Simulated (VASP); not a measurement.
# AgCl in VASP: single point with PBE

Aim: the single point of AgCl with PBE.

Program: VASP 6.6.1. These are calculated values, not measurements. Logs are shortened: lines on timing, memory, paths and dates and some standing lists are left out, and cuts for length are marked.

### 1 The cell of the first run

The cell holds a disordered packing, 10 atoms: a = 5.954 Å, b = 7.397 Å, c = 7.480 Å, α = 98.16°, β = 66.81°, γ = 113.47°.

### 2 Single point, PBE

The input, INCAR:

```
ALGO = Normal ; EDIFF = 1E-6
ENCUT = 520 ; GGA = PE
ISIF = 2 ; ISMEAR = 0
ISYM = 0 ; LASPH = True
LCHARG = False ; LREAL = False
LWAVE = False ; NBANDS = 56
NELM = 100 ; PREC = Accurate
SIGMA = 0.1
```

The input, KPOINTS:

```
k-points
0
Gamma
  4 3 3
```

The input, POSCAR:

```
AgCl
1.0
    5.6399597619     -1.3458511723      1.3545698993
   -1.2720280247      7.2743974616     -0.4288454942
    1.2379960521     -0.4290779929      7.3643202532
Ag Cl
5 5
Direct
    0.2337886295      0.9439304922      0.4235058068
    0.0345275606      0.3444574096      0.2229904901
    0.4354934093      0.5439812268      0.6203102304
    0.6349221081      0.1456215949      0.8247071804
    0.8364821981      0.7450752567      0.0200213187
    0.4831329886      0.4455677830      0.9240288589
    0.8844821877      0.6452539965      0.3230355438
    0.6836303340      0.0442368556      0.1253771870
    0.0826578273      0.2442107028      0.5248326922
    0.2862627862      0.8453646962      0.7239849438
```

Potentials or basis: VASP PAW PBE potentials, release 64 (Ag, Cl).

On the command line:

```console
$ cat potpaw_PBE.64/Ag/POTCAR potpaw_PBE.64/Cl/POTCAR > POTCAR
$ mpirun -np 1 vasp_std > vasp.out
```

OUTCAR:

```text
EDIFF = 1E-6
   ENCUT = 520
   GGA = PE
   ISIF = 2
   ISMEAR = 0
   ISYM = 0
   LASPH = True
   LREAL = False
   NELM = 100
   PREC = Accurate

 ion  position               nearest neighbor table
   1  0.234  0.944  0.424-   7 2.62  10 2.62   8 2.62   9 2.63
   2  0.035  0.344  0.223-   8 2.62   6 2.62   9 2.62   7 2.63
   3  0.435  0.544  0.620-   7 2.62   9 2.62  10 2.63   6 2.63
   4  0.635  0.146  0.825-   8 2.62   9 2.62   6 2.63  10 2.63
   5  0.836  0.745  0.020-  10 2.62   6 2.62   8 2.63   7 2.63
   6  0.483  0.446  0.924-   2 2.62   5 2.62   4 2.63   3 2.63
   7  0.884  0.645  0.323-   3 2.62   1 2.62   2 2.63   5 2.63
   8  0.684  0.044  0.125-   4 2.62   2 2.62   1 2.62   5 2.63
   9  0.083  0.244  0.525-   3 2.62   4 2.62   2 2.62   1 2.63
  10  0.286  0.845  0.724-   5 2.62   1 2.62   4 2.63   3 2.63

IMPORTANT INFORMATION: All symmetrisations will be switched off!
NOSYMM: (Re-)initialisation of all symmetry stuff for point group C_1.

----------------------------------------------------------------------------------------

                                     Primitive cell

  volume of cell :     277.7481

  direct lattice vectors                    reciprocal lattice vectors
     5.639959762 -1.345851172  1.354569899     0.192213714  0.031815571 -0.030458814
    -1.272028025  7.274397462 -0.428845494     0.033591821  0.143502421  0.002714057
     1.237996052 -0.429077993  7.364320253    -0.033399038  0.002504502  0.141550404

  length of vectors
     5.954437094  7.397217192  7.479970250     0.197195542  0.147406654  0.145458877

  position of ions in fractional coordinates (direct lattice)
     0.233788629  0.943930492  0.423505807
     0.034527561  0.344457410  0.222990490
     0.435493409  0.543981227  0.620310230
     0.634922108  0.145621595  0.824707180
     0.836482198  0.745075257  0.020021319
     0.483132989  0.445567783  0.924028859
     0.884482188  0.645253997  0.323035544
     0.683630334  0.044236856  0.125377187
     0.082657827  0.244210703  0.524832692
     0.286262786  0.845364696  0.723984944

  ion indices of the primitive-cell ions
   primitive index   ion index
                 1           1
                 2           2
                 3           3
                 4           4
                 5           5
                 6           6
                 7           7
                 8           8
                 9           9
                10          10

----------------------------------------------------------------------------------------

 KPOINTS: k-points

Automatic generation of k-mesh.
 Grid dimensions read from file:
 generate k-points for:    4    3    3

 Generating k-lattice:

  Cartesian coordinates                     Fractional coordinates (reciprocal lattice)
     0.048053429  0.007953893 -0.007614703     0.250000000  0.000000000 -0.000000000
     0.011197274  0.047834140  0.000904686    -0.000000000  0.333333333  0.000000000
    -0.011133013  0.000834834  0.047183468     0.000000000 -0.000000000  0.333333333

  Length of vectors
     0.049298886  0.049135551  0.048486292

  Shift w.r.t. Gamma in fractional coordinates (k-lattice)
     0.000000000  0.000000000  0.000000000

 Subroutine IBZKPT returns following result:
 ===========================================

 Found     19 irreducible k-points:

 Following reciprocal coordinates:
            Coordinates               Weight
  0.000000  0.000000  0.000000      1.000000
  0.250000 -0.000000  0.000000      2.000000
  0.500000 -0.000000  0.000000      1.000000
 -0.000000  0.333333 -0.000000      2.000000
  0.250000  0.333333  0.000000      2.000000
  0.500000  0.333333 -0.000000      2.000000
[... 11 lines left out ...]
  0.500000 -0.333333  0.333333      2.000000
 -0.250000 -0.333333  0.333333      2.000000
   k-points           NKPTS =     19   k-points in BZ     NKDIM =     19   number of bands    NBANDS=     56
   number of dos      NEDOS =    301   number of ions     NIONS =     10
   total plane-waves  NPLWV = 150528
   dimension x,y,z NGX =    48 NGY =   56 NGZ =   56
   dimension x,y,z NGXF=    96 NGYF=  112 NGZF=  112
   ions per type =               5   5
   NGX,Y,Z   is equivalent  to a cutoff of  13.40, 12.59, 12.45 a.u.
   NGXF,Y,Z  is equivalent  to a cutoff of  26.80, 25.17, 24.89 a.u.
 SYSTEM =  unknown system
   PREC   = accura    normal or accurate (medium, high low for compatibility)
   ISTART =      0    job   : 0-new  1-cont  2-samecut
   ICHARG =      2    charge: 1-file 2-atom 10-const
   ISPIN  =      1    spin polarized calculation?
   LNONCOLLINEAR =      F non collinear calculations
   LSORBIT =      F    spin-orbit coupling
   LASPH  =      T    aspherical Exc in radial PAW
   ENCUT  =  520.0 eV  38.22 Ry    6.18 a.u.  11.07 13.75 13.91*2*pi/ulx,y,z
   NELM   =    100;   NELMIN=  2; NELMDL= -5     # of ELM steps
   EDIFF  = 0.1E-05   stopping-criterion for ELM
   LREAL  =      F    real-space projection
   EDIFFG = 0.1E-04   stopping-criterion for IOM
   NSW    =      0    number of steps for IOM
   IBRION =     -1    ionic relax: 0-MD 1-quasi-New 2-CG
   NFREE  =      0    steps in history (QN), initial steepest desc. (CG)
   ISIF   =      2    stress and relaxation
   ISYM   =      0    0-nonsym 1-usesym 2-fastsym
   POTIM  = 0.5000    time-step for ionic-motion
   TEBEG  =    0.0;   TEEND  =   0.0 temperature during run
   PSTRESS=    0.0 pullay stress
   NELECT =      90.0000    total number of electrons
   NUPDOWN=      -1.0000    fix difference up-down
   EMIN   =  10.00;   EMAX   =-10.00  energy-range for DOS
   EFERMI =   0.00;   METHOD = LEGACY
   ISMEAR =     0;   SIGMA  =   0.10  broadening in eV -4-tet -1-fermi 0-gaus
   EFERMI_NEDOS =   21; number of points for ismear=-14 and -15
   IALGO  =     38    algorithm
   IMIX   =      4    mixing-type and parameters
     AMIX     =   0.40;   BMIX     =  1.00
     AMIX_MAG =   1.60;   BMIX_MAG =  1.00
  volume/ion in A,a.u.               =      27.77       187.43
  Fermi-wavevector in a.u.,A,eV,Ry     =   1.124446  2.124895 17.202923  1.264379
  Thomas-Fermi vector in A             =   2.261118
   LORBIT       =      0    0 simple, 1 ext, 2 COOP (PROOUT), +10 PAW based schemes
   GGA     = PE    functional components
   LHFCALC =     F    Hartree Fock is set to
   AEXX    =    0.0000 exact exchange contribution
   IVDW    =     0    specifies the selected vdW correction
   LEPSILON=     F    determine dielectric tensor
   LRPA    =     F    only Hartree local field effects (RPA)
 non-spin polarized calculation
 Gauss-broadening in eV      SIGMA  =   0.10
  energy-cutoff  :      520.00
  volume of cell :      277.75
 maximum number of plane-waves:      7491
 NGX is ok and might be reduce to    48
   NGX = 23   NGY = 27   NGZ = 27

 number of electron      89.9999997 magnetization

 Free energy of the ion-electron system (eV)
  ---------------------------------------------------
  ext. energy  EPLUGINS =         0.00000000
  ---------------------------------------------------
  free energy    TOTEN  =       -27.26271553 eV

  energy without entropy =      -27.26271553  energy(sigma->0) =      -27.26271553

 E-fermi :   1.8836     XC(G=0):  -8.3760

 val. band max:        1.4298251735   @ k =   0.0000   0.0000   0.0000
 cond. band min:       2.6998410748   @ k =   0.0000   0.0000   0.0000
 fundamental gap:      1.2700159014
 Fermi energy:         1.8836430798

 k-point     1 :       0.0000    0.0000    0.0000
  band No.  band energies     occupation
      1     -13.2579      2.00000
      2     -13.0601      2.00000
      3     -13.0579      2.00000
      4     -13.0541      2.00000
      5     -13.0517      2.00000
      6      -2.5501      2.00000
[... 48 lines left out ...]
     55       8.9750      0.00000
     56       8.9804      0.00000

 k-point     2 :       0.2500   -0.0000    0.0000
  band No.  band energies     occupation
      1     -13.2150      2.00000
      2     -13.0795      2.00000
      3     -13.0719      2.00000
      4     -13.0636      2.00000
      5     -13.0500      2.00000
      6      -2.6182      2.00000
[... 48 lines left out ...]
     55       8.7237      0.00000
     56       8.9102      0.00000

 k-point     3 :       0.5000   -0.0000    0.0000
  band No.  band energies     occupation
      1     -13.1266      2.00000
      2     -13.1245      2.00000
      3     -13.0940      2.00000
      4     -13.0682      2.00000
      5     -13.0651      2.00000
      6      -2.5935      2.00000
[... 877 lines left out ...]
 k-point    18 :       0.5000   -0.3333    0.3333
  band No.  band energies     occupation
      1     -13.1446      2.00000
      2     -13.0948      2.00000
      3     -13.0893      2.00000
      4     -13.0766      2.00000
      5     -13.0731      2.00000
      6      -2.6666      2.00000
[... 48 lines left out ...]
     55       8.1022      0.00000
     56       8.8446      0.00000

 k-point    19 :      -0.2500   -0.3333    0.3333
  band No.  band energies     occupation
      1     -13.1159      2.00000
      2     -13.1059      2.00000
      3     -13.1022      2.00000
      4     -13.0878      2.00000
      5     -13.0693      2.00000
      6      -2.7555      2.00000
[... 48 lines left out ...]
     55       7.9518      0.00000
     56       9.3845      0.00000

------------------------ aborting loop because EDIFF is reached ----------------------------------------

  FORCE on cell =-STRESS in cart. coord.  units (eV):
  Direction    XX          YY          ZZ          XY          YZ          ZX
  --------------------------------------------------------------------------------------
  -------------------------------------------------------------------------------------
  Total       -0.0900785     -0.1609065     -0.2165845     -0.0306878     -0.0883602      0.0634118
  in kB       -0.5196140     -0.9281821     -1.2493580     -0.1770211     -0.5097017      0.3657881
  external PRESSURE =      -0.8990514 kB  Pullay stress =       0.0000000 kB

 VOLUME and BASIS-vectors are now :
 -----------------------------------------------------------------------------
  energy-cutoff  :      520.00
  volume of cell :      277.75
      direct lattice vectors                 reciprocal lattice vectors
     5.639959762 -1.345851172  1.354569899     0.192213714  0.031815571 -0.030458814
    -1.272028025  7.274397462 -0.428845494     0.033591821  0.143502421  0.002714057
     1.237996052 -0.429077993  7.364320253    -0.033399038  0.002504502  0.141550404

 POSITION                                       TOTAL-FORCE (eV/Angst)
 -----------------------------------------------------------------------------------
      0.64215      6.37016      3.03072        -0.000796      0.001308     -0.001204
      0.03264      2.36357      1.54122         0.000785      0.002899     -0.002320
      2.53215      3.10486      4.92479         0.000121      0.001762      0.005263
      4.41668     -0.14907      6.87101        -0.003958      0.004357     -0.000866
      3.79476      4.28560      0.96099        -0.002997     -0.002578      0.003602
      3.30202      2.19453      7.26820         0.005155     -0.007376     -0.000535
      4.56758      3.36485      3.30032         0.001186     -0.003259      0.001256
      3.95459     -0.65206      1.83037        -0.000978      0.004090     -0.002900
      0.80528      1.44005      3.87227         0.004779      0.000066     -0.000486
      1.43547      5.45361      5.35689        -0.003297     -0.001268     -0.001810
 -----------------------------------------------------------------------------------
    total drift:                                0.000757     -0.000641     -0.000922

  FREE ENERGIE OF THE ION-ELECTRON SYSTEM (eV)
  ---------------------------------------------------
  free  energy   TOTEN  =       -27.2627155325 eV

  energy  without entropy=      -27.2627155325  energy(sigma->0) =      -27.26271553
```

It took 5.9 min on 1 thread of Intel Xeon Platinum 8259CL at 2.50GHz (Skylake/Cascade Lake), shared host; peak memory 0.48 GiB.

What came out:

```yaml
Free_energy: -27.2627 eV
Pressure: -0.1 GPa
Largest_force: 0.009 eV/Å
Band_gap_on_the_k_mesh: 1.27 eV
```

Forces in eV/Å, atoms in the order of the input:
```
Ag  -0.001  0.001 -0.001
Ag   0.001  0.003 -0.002
Ag   0.000  0.002  0.005
Ag  -0.004  0.004 -0.001
Ag  -0.003 -0.003  0.004
Cl   0.005 -0.007 -0.001
Cl   0.001 -0.003  0.001
Cl  -0.001  0.004 -0.003
Cl   0.005  0.000  0.000
Cl  -0.003 -0.001 -0.002
```
